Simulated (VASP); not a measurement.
# Pd (Fm-3m) in VASP: notebook

The runs below take Pd through single point, with PBE.

All numbers are computed with VASP 6.6.1; they aren't measurements. Logs are shortened: lines on timing, memory, paths and dates and some standing lists are left out, and cuts for length are marked.

### Step 1. The cell of the first run

The structure is cubic, space group Fm-3m (No. 225). The conventional cell has a = 3.470 Å, b = 3.470 Å, c = 3.470 Å, α = 90.00°, β = 90.00°, γ = 90.00°. Within 3.2 Å of Pd (site symmetry m-3m) lie 12 Pd at 2.45 Å.

### Step 2. Single point, PBE (volume scaled by 0.68)

The input, INCAR:

```
SYSTEM = Pd
ALGO = Normal
EDIFF = 1E-6
ENCUT = 520
GGA = PE
ISIF = 2
ISMEAR = -1
LASPH = .TRUE.
LCHARG = .TRUE.
LELF = .TRUE.
LREAL = .FALSE.
LVHAR = .TRUE.
LWAVE = .FALSE.
NBANDS = 11
NELM = 100
PREC = Accurate
SIGMA = 0.1
```

The input, KPOINTS:

```
k-points
0
G
  16 16 16
  0 0 0
```

The input, POSCAR:

```
Pd
1.0
    0.0000000000      1.7350540361      1.7350540361
    1.7350540361      0.0000000000      1.7350540361
    1.7350540361      1.7350540361      0.0000000000
Pd
1
Direct
    0.0000000000      0.0000000000      0.0000000000
```

Potentials or basis: VASP PAW PBE potentials, release 64 (Pd).

On the command line:

```bash
> cat potpaw_PBE.64/Pd/POTCAR > POTCAR
> mpirun -np 1 vasp_std > vasp.out
```

OUTCAR:

```text
SYSTEM = Pd
   EDIFF = 1E-6
   ENCUT = 520
   GGA = PE
   ISIF = 2
   ISMEAR = -1
   LASPH = .TRUE.
   LREAL = .FALSE.
   NELM = 100
   PREC = Accurate

 ion  position               nearest neighbor table
   1  0.000  0.000  0.000-

  LATTYP: Found a face centered cubic cell.
 ALAT       =     3.4701080722

  Lattice vectors:

 A1 = (   0.0000000000,   1.7350540361,   1.7350540361)
 A2 = (   1.7350540361,   0.0000000000,   1.7350540361)
 A3 = (   1.7350540361,   1.7350540361,   0.0000000000)

Analysis of symmetry for initial positions (statically):
=====================================================================
 Subroutine PRICEL returns:
 Original cell was already a primitive cell.

 Routine SETGRP: Setting up the symmetry group for a
 face centered cubic supercell.

 Subroutine GETGRP returns: Found 48 space group operations
 (whereof 48 operations were pure point group operations)
 out of a pool of 48 trial point group operations.

The static configuration has the point symmetry O_h .

Analysis of symmetry for dynamics (positions and initial velocities):
=====================================================================
 Subroutine PRICEL returns:
 Original cell was already a primitive cell.

 Routine SETGRP: Setting up the symmetry group for a
 face centered cubic supercell.

 Subroutine GETGRP returns: Found 48 space group operations
 (whereof 48 operations were pure point group operations)
 out of a pool of 48 trial point group operations.

The dynamic configuration has the point symmetry O_h .

 Subroutine INISYM returns: Found 48 space group operations
 (whereof 48 operations are pure point group operations),
 and found     1 'primitive' translations

----------------------------------------------------------------------------------------

                                     Primitive cell

  volume of cell :      10.4465

  direct lattice vectors                    reciprocal lattice vectors
     0.000000000  1.735054036  1.735054036    -0.288175463  0.288175463  0.288175463
     1.735054036  0.000000000  1.735054036     0.288175463 -0.288175463  0.288175463
     1.735054036  1.735054036  0.000000000     0.288175463  0.288175463 -0.288175463

  length of vectors
     2.453736949  2.453736949  2.453736949     0.499134543  0.499134543  0.499134543

  position of ions in fractional coordinates (direct lattice)
     0.000000000  0.000000000  0.000000000

  ion indices of the primitive-cell ions
   primitive index   ion index
                 1           1

----------------------------------------------------------------------------------------

 KPOINTS: k-points

Automatic generation of k-mesh.
 Grid dimensions read from file:
 generate k-points for:   16   16   16

 Generating k-lattice:

  Cartesian coordinates                     Fractional coordinates (reciprocal lattice)
    -0.018010966  0.018010966  0.018010966     0.062500000  0.000000000  0.000000000
     0.018010966 -0.018010966  0.018010966     0.000000000  0.062500000  0.000000000
     0.018010966  0.018010966 -0.018010966     0.000000000  0.000000000  0.062500000

  Length of vectors
     0.031195909  0.031195909  0.031195909

  Shift w.r.t. Gamma in fractional coordinates (k-lattice)
     0.000000000  0.000000000  0.000000000

 Subroutine IBZKPT returns following result:
 ===========================================

 Found    145 irreducible k-points:

 Following reciprocal coordinates:
            Coordinates               Weight
  0.000000  0.000000  0.000000      1.000000
  0.062500  0.000000  0.000000      8.000000
  0.125000  0.000000  0.000000      8.000000
  0.187500  0.000000  0.000000      8.000000
  0.250000  0.000000  0.000000      8.000000
  0.312500  0.000000  0.000000      8.000000
[... 16 lines left out ...]
 -0.125000  0.062500  0.000000     24.000000
 -0.062500  0.062500  0.000000     12.000000
 [... further k-points ...]
   k-points           NKPTS =    145   k-points in BZ     NKDIM =    145   number of bands    NBANDS=     11
   number of dos      NEDOS =    301   number of ions     NIONS =      1
   total plane-waves  NPLWV =   5832
   dimension x,y,z NGX =    18 NGY =   18 NGZ =   18
   dimension x,y,z NGXF=    36 NGYF=   36 NGZF=   36
   ions per type =               1
   NGX,Y,Z   is equivalent  to a cutoff of  12.20, 12.20, 12.20 a.u.
   NGXF,Y,Z  is equivalent  to a cutoff of  24.39, 24.39, 24.39 a.u.
 SYSTEM =  Pd
   PREC   = accura    normal or accurate (medium, high low for compatibility)
   ISTART =      0    job   : 0-new  1-cont  2-samecut
   ICHARG =      2    charge: 1-file 2-atom 10-const
   ISPIN  =      1    spin polarized calculation?
   LNONCOLLINEAR =      F non collinear calculations
   LSORBIT =      F    spin-orbit coupling
   LASPH  =      T    aspherical Exc in radial PAW
   ENCUT  =  520.0 eV  38.22 Ry    6.18 a.u.   4.56  4.56  4.56*2*pi/ulx,y,z
   NELM   =    100;   NELMIN=  2; NELMDL= -5     # of ELM steps
   EDIFF  = 0.1E-05   stopping-criterion for ELM
   LREAL  =      F    real-space projection
   EDIFFG = 0.1E-04   stopping-criterion for IOM
   NSW    =      0    number of steps for IOM
   IBRION =     -1    ionic relax: 0-MD 1-quasi-New 2-CG
   NFREE  =      0    steps in history (QN), initial steepest desc. (CG)
   ISIF   =      2    stress and relaxation
   ISYM   =      2    0-nonsym 1-usesym 2-fastsym
   POTIM  = 0.5000    time-step for ionic-motion
   TEBEG  =    0.0;   TEEND  =   0.0 temperature during run
   PSTRESS=    0.0 pullay stress
   NELECT =      10.0000    total number of electrons
   NUPDOWN=      -1.0000    fix difference up-down
   EMIN   =  10.00;   EMAX   =-10.00  energy-range for DOS
   EFERMI =   0.00;   METHOD = LEGACY
   ISMEAR =    -1;   SIGMA  =   0.10  broadening in eV -4-tet -1-fermi 0-gaus
   EFERMI_NEDOS =   21; number of points for ismear=-14 and -15
   IALGO  =     38    algorithm
   IMIX   =      4    mixing-type and parameters
     AMIX     =   0.40;   BMIX     =  1.00
     AMIX_MAG =   1.60;   BMIX_MAG =  1.00
  volume/ion in A,a.u.               =      10.45        70.50
  Fermi-wavevector in a.u.,A,eV,Ry     =   1.613436  3.048953 35.418370  2.603177
  Thomas-Fermi vector in A             =   2.708506
   LORBIT       =      0    0 simple, 1 ext, 2 COOP (PROOUT), +10 PAW based schemes
   GGA     = PE    functional components
[... 5 lines left out ...]
 non-spin polarized calculation
  energy-cutoff  :      520.00
  volume of cell :       10.45
 maximum number of plane-waves:       295
   NGX =  9   NGY =  9   NGZ =  9

 number of electron      10.0000004 magnetization

 Free energy of the ion-electron system (eV)
  ---------------------------------------------------
  ext. energy  EPLUGINS =         0.00000000
  ---------------------------------------------------
  free energy    TOTEN  =        -3.40799652 eV

  energy without entropy =       -3.36550148  energy(sigma->0) =       -3.38674900

 E-fermi :  16.9950     XC(G=0): -15.4512

 val. band max:       16.9887796032   @ k =   0.3750   0.1250   0.0000
 cond. band min:      16.9967726361   @ k =   0.4375   0.1875   0.0000
 fundamental gap:      0.0079930329
 Fermi energy:        16.9949580964

 k-point     1 :       0.0000    0.0000    0.0000
  band No.  band energies     occupation
      1       6.7731      2.00000
      2      12.0046      2.00000
      3      12.0046      2.00000
      4      12.0046      2.00000
      5      14.8210      2.00000
      6      14.8210      2.00000
      7      33.4962      0.00000
      8      40.4018      0.00000
      9      40.4018      0.00000
     10      40.4018      0.00000
     11      41.5712      0.00000

 k-point     2 :       0.0625    0.0000    0.0000
  band No.  band energies     occupation
      1       6.9700      2.00000
      2      11.9099      2.00000
      3      12.0863      2.00000
      4      12.0863      2.00000
      5      14.7705      2.00000
      6      14.7705      2.00000
      7      33.8191      0.00000
      8      39.4219      0.00000
      9      40.7183      0.00000
     10      40.7183      0.00000
     11      41.5836      0.00000

 k-point     3 :       0.1250    0.0000    0.0000
  band No.  band energies     occupation
      1       7.5151      2.00000
      2      11.6977      2.00000
      3      12.2901      2.00000
      4      12.2901      2.00000
      5      14.6728      2.00000
      6      14.6728      2.00000
      7      34.6767      0.00000
      8      37.5380      0.00000
      9      41.5877      0.00000
     10      41.6344      0.00000
     11      41.6344      0.00000

 k-point     4 :       0.1875    0.0000    0.0000
  band No.  band energies     occupation
      1       8.2213      2.00000
      2      11.6114      2.00000
      3      12.4767      2.00000
      4      12.4767      2.00000
      5      14.6930      2.00000
      6      14.6930      2.00000
      7      35.4118      0.00000
      8      35.8784      0.00000
      9      41.5843      0.00000
     10      43.0518      0.00000
     11      43.0518      0.00000

 k-point     5 :       0.2500    0.0000    0.0000
  band No.  band energies     occupation
      1       8.6735      2.00000
      2      12.1064      2.00000
      3      12.4746      2.00000
      4      12.4746      2.00000
      5      15.0171      2.00000
      6      15.0171      2.00000
      7      33.7031      0.00000
      8      36.1743      0.00000
      9      41.5824      0.00000
     10      44.7776      0.00000
     11      44.7776      0.00000
[... 211 lines left out ...]
 k-point    21 :      -0.2500    0.0625    0.0000
  band No.  band energies     occupation
      1       8.8841      2.00000
      2      12.0525      2.00000
      3      12.5056      2.00000
      4      12.5419      2.00000
      5      14.7226      2.00000
      6      15.9048      1.99996
      7      33.2834      0.00000
      8      36.2121      0.00000
      9      41.5729      0.00000
     10      43.3074      0.00000
     11      44.5513      0.00000

 k-point    22 :      -0.1875    0.0625    0.0000
  band No.  band energies     occupation
      1       8.5937      2.00000
      2      11.4582      2.00000
      3      12.5726      2.00000
      4      12.6155      2.00000
      5      14.3139      2.00000
      6      15.2763      2.00000
      7      35.0392      0.00000
      8      36.2211      0.00000
      9      41.5787      0.00000
     10      42.2705      0.00000
     11      44.5207      0.00000

 k-point    23 :      -0.1250    0.0625    0.0000
  band No.  band energies     occupation
      1       7.9103      2.00000
      2      11.4835      2.00000
      3      12.4337      2.00000
      4      12.4888      2.00000
      5      14.3287      2.00000
      6      14.9540      2.00000
      7      35.2760      0.00000
      8      36.8621      0.00000
      9      41.2119      0.00000
     10      41.5862      0.00000
     11      42.8125      0.00000

 k-point    24 :      -0.0625    0.0625    0.0000
  band No.  band energies     occupation
      1       7.2860      2.00000
      2      11.7314      2.00000
      3      12.1966      2.00000
      4      12.2680      2.00000
      5      14.5542      2.00000
      6      14.8500      2.00000
      7      34.3280      0.00000
      8      38.4887      0.00000
      9      40.6489      0.00000
     10      41.5012      0.00000
     11      41.5877      0.00000

 [... further k-points ...]
[... 5 lines left out ...]
  --------------------------------------------------------------------------------------
  -------------------------------------------------------------------------------------
  Total       11.7296994     11.7296994     11.7296994      0.0000000      0.0000000     -0.0000000
  in kB     1798.9887810   1798.9887810   1798.9887810      0.0000000      0.0000000     -0.0000000
  external PRESSURE =    1798.9887810 kB  Pullay stress =       0.0000000 kB

 VOLUME and BASIS-vectors are now :
 -----------------------------------------------------------------------------
  energy-cutoff  :      520.00
  volume of cell :       10.45
      direct lattice vectors                 reciprocal lattice vectors
     0.000000000  1.735054036  1.735054036    -0.288175463  0.288175463  0.288175463
     1.735054036  0.000000000  1.735054036     0.288175463 -0.288175463  0.288175463
     1.735054036  1.735054036  0.000000000     0.288175463  0.288175463 -0.288175463

 POSITION                                       TOTAL-FORCE (eV/Angst)
 -----------------------------------------------------------------------------------
      0.00000      0.00000      0.00000         0.000000      0.000000      0.000000
 -----------------------------------------------------------------------------------
    total drift:                               -0.000000      0.000000      0.000000

  FREE ENERGIE OF THE ION-ELECTRON SYSTEM (eV)
  ---------------------------------------------------
  free  energy   TOTEN  =        -3.4079965172 eV

  energy  without entropy=       -3.3655014822  energy(sigma->0) =       -3.38674900
```

Wall time 8.3 s (1 thread of Intel Xeon 6975P-C (Granite Rapids), shared host); peak memory 0.13 GiB.

Results:

```
Free energy            : -3.4080 eV
Pressure               : 179.9 GPa
Band gap on the k mesh : zero (band 5 reaches 17.54 eV, above the bottom of band 6 at 14.67 eV)
```

Levels at points of the mesh, in eV from the Fermi level:
```csv
k point,band 1,band 2,band 3,band 4,band 5,band 6,band 7,band 8,band 9,band 10
"(0.00, 0.00, 0.00)",-10.22,-4.99,-4.99,-4.99,-2.17,-2.17,16.50,23.41,23.41,23.41
"(0.50, 0.00, 0.00)",-8.76,-5.12,-5.12,-0.04,-0.04,0.22,10.73,16.02,24.07,24.07
"(0.50, 0.50, 0.00)",-9.28,-8.81,-0.08,0.54,0.54,3.45,15.00,15.00,15.02,24.41
```

### Step 3. Single point, PBE (volume scaled by 0.68)

The input, INCAR:

```
PREC     = Accurate       # precision mode
ENCUT    = 520            # plane-wave cutoff, eV
EDIFF    = 1E-6           # SCF threshold, eV
ISMEAR   = -1             # smearing method
SIGMA    = 0.1            # smearing width, eV
LREAL    = F              # projectors in reciprocal space
LASPH    = T              # aspherical terms in the spheres
NELM     = 100            # most SCF steps
ALGO     = Normal         # electronic algorithm
ISIF     = 2              # what is computed and relaxed
LWAVE    = F              # write WAVECAR
LCHARG   = F              # write CHGCAR
GGA      = PE             # functional
NBANDS   = 11             # bands
```

The input, KPOINTS:

```
Automatic mesh
0
Gamma
  16 16 16
```

POSCAR is that of step 2.

Potentials or basis: VASP PAW PBE potentials, release 64 (Pd).

On the command line:

```bash
> cat potpaw_PBE.64/Pd/POTCAR > POTCAR
> mpirun -np 1 vasp_std > vasp.out
```

Wall time 7.9 s (1 thread of Intel Xeon 6975P-C (Granite Rapids), shared host); peak memory 0.12 GiB.

It converged, with:

```yaml
Free_energy: -3.4080 eV
Pressure: 179.9 GPa
Band_gap_on_the_k_mesh: zero (band 5 reaches 17.54 eV, above the bottom of band 6 at 14.67 eV)
```

Levels at points of the mesh, in eV from the Fermi level:
| k point | band 3 | band 4 | band 5 | band 6 | band 7 | band 8 |
| --- | --- | --- | --- | --- | --- | --- |
| (0.00, 0.00, 0.00) | -4.99 | -4.99 | -2.17 | -2.17 | 16.50 | 23.41 |
| (0.50, 0.00, 0.00) | -5.12 | -0.04 | -0.04 | 0.22 | 10.73 | 16.02 |
| (0.50, 0.50, 0.00) | -0.08 | 0.54 | 0.54 | 3.45 | 15.00 | 15.00 |

(Continued in part 2 of 2.)
